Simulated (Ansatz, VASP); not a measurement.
## Two plane-wave programs on VCo

INCAR

```
PREC     = Accurate       # precision mode
ENCUT    = 520            # plane-wave cutoff, eV
EDIFF    = 1E-7           # SCF threshold, eV
ISMEAR   = 0              # smearing method
SIGMA    = 0.15           # smearing width, eV
LREAL    = False          # projectors in reciprocal space
LASPH    = True           # aspherical terms in the spheres
NELM     = 150            # most SCF steps
ALGO     = Normal         # electronic algorithm
ISIF     = 2              # what is computed and relaxed
LWAVE    = False          # write WAVECAR
LCHARG   = False          # write CHGCAR
ISPIN    = 2              # spin polarisation
MAGMOM   = 2 -3.2         # initial moments
LORBIT   = 11             # projections on sites
LMAXMIX  = 4              # l up to which the mixer works
NBANDS   = 22             # bands
```

Contents of KPOINTS:

```
regular mesh
0
Gamma
  9 9 9
```

File POSCAR:

```
VCo
1.0
    2.8904280000      0.0000000000      0.0000000000
    0.0000000000      2.8904280000      0.0000000000
    0.0000000000      0.0000000000      2.8904280000
V Co
1 1
Direct
    0.0000000000      0.0000000000      0.0000000000
    0.5000000000      0.5000000000      0.5000000000
```

Input for Ansatz:

```yaml
crystal:
  lattice:
    - [2.890428, 0.0, 0.0]
    - [0.0, 2.890428, 0.0]
    - [0.0, 0.0, 2.890428]
  atoms:
    - { symbol: V, position: [0.0, 0.0, 0.0] }
    - { symbol: Co, position: [0.49999999999999994, 0.49999999999999994, 0.49999999999999994] }
kpoints:
  mp_grid:
    grid: [9, 9, 9]
hamiltonian:
  xc: lda
magnetization:
  spin_polarized: true
  per_species:
    Co: -3.2
    V: 2.0
scf:
  occupations:
    method: gaussian
    width: 0.15
output:
  eigenstates:
    nscf_kmesh:
      grid: [7, 7, 7]
    exchange_couplings:
      magnetic:
        - { species: Co }
```

Alike in both runs: task single point; functional LDA; k mesh 9 × 9 × 9; occupations gaussian, width 0.15 eV; collinear spin.

|  | VASP | Ansatz |
| --- | --- | --- |
| version | VASP 6.6.1 | Ansatz 0.2.0 |
| potentials or method | VASP PAW LDA potentials, release 64 (V_sv, Co) | plane waves, PAW |
| plane-wave cutoff (eV) | 520 | 420 |
| valence electrons in the cell | 22 | 30 |

VASP gave:

- gap on the k mesh at the Fermi level (eV): none
- net moment per atom (μB): 0.83
- size of the moment on the site where the two differ most (μB): 1.03

Task: What did Ansatz give for the same quantities?

Result: gap on the k mesh at the Fermi level (eV): none; net moment per atom (μB): 0.87; size of the moment on the site where the two differ most (μB): 1.12.

LDA's correlation is that of Perdew and Zunger in VASP and of Perdew and Wang (1992) in Ansatz. Site moments also hang on the region over which each program counts them. A gap of «none» marks a metal or a gap that the smearing closes. VASP's potentials hold 22 valence electrons a cell and Ansatz's 30, so a difference there can come from the potentials and not from the codes. Ansatz's warnings: given moment on shells, seeded moment not kept.
